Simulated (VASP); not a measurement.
Here is a VASP 6.6.1 calculation.

Contents of INCAR:

```
SYSTEM = CO2
ALGO = Normal
EDIFF = 1E-7
ENCUT = 520
GGA = PE
ISIF = 2
ISMEAR = 0
LASPH = .TRUE.
LCHARG = .FALSE.
LREAL = .FALSE.
LWAVE = .FALSE.
NBANDS = 44
NELM = 80
PREC = Accurate
SIGMA = 0.05
```

The input KPOINTS:

```
k-points
0
G
  4 4 4
  0 0 0
```

The input POSCAR:

```
CO2
1.0
    6.3650108843      0.0000000000      0.0000000000
    0.0000000000      6.3650108843      0.0000000000
    0.0000000000      0.0000000000      6.3650108843
C O
4 8
Direct
    0.0000000000      0.0000000000      0.0000000000
    0.5000000000      0.0000000000      0.5000000000
    0.5000000000      0.5000000000      0.0000000000
    0.0000000000      0.5000000000      0.5000000000
    0.1114834447      0.1114834447      0.1114834447
    0.3885165553      0.8885165553      0.6114834447
    0.6114834447      0.3885165553      0.8885165553
    0.8885165553      0.6114834447      0.3885165553
    0.8885165553      0.8885165553      0.8885165553
    0.6114834447      0.1114834447      0.3885165553
    0.3885165553      0.6114834447      0.1114834447
    0.1114834447      0.3885165553      0.6114834447
```

Potentials or basis: VASP PAW PBE potentials, release 64 (C, O).

Launch:

```bash
$ cat potpaw_PBE.64/C/POTCAR potpaw_PBE.64/O/POTCAR > POTCAR
$ mpirun -np 1 vasp_std > vasp.out
```

**Question.** Predict the largest force.

**Answer.** 4.493 eV/Å.

**Question.** What does it give for the band gap on the k mesh?

**Answer.** 6.16 eV.

**Question.** Estimate the pressure.

**Answer.** -9.5 GPa.

Forces in eV/Å, atoms in the order of the input:
```
C    0.000  0.000  0.000
C    0.000  0.000  0.000
C    0.000  0.000  0.000
C    0.000  0.000  0.000
O   -2.594 -2.594 -2.594
O    2.594  2.594 -2.594
O   -2.594  2.594  2.594
O    2.594 -2.594  2.594
O    2.594  2.594  2.594
O   -2.594 -2.594  2.594
O    2.594 -2.594 -2.594
O   -2.594  2.594 -2.594
```

Caveat: the cell stands under tension; this functional lacks dispersion, which holds the molecules together, so the pressure and a relaxed volume are unreliable; forces of over 1 eV/Å act on the atoms, so gaps and moduli don't describe the material at rest. A k mesh can miss the band edges.
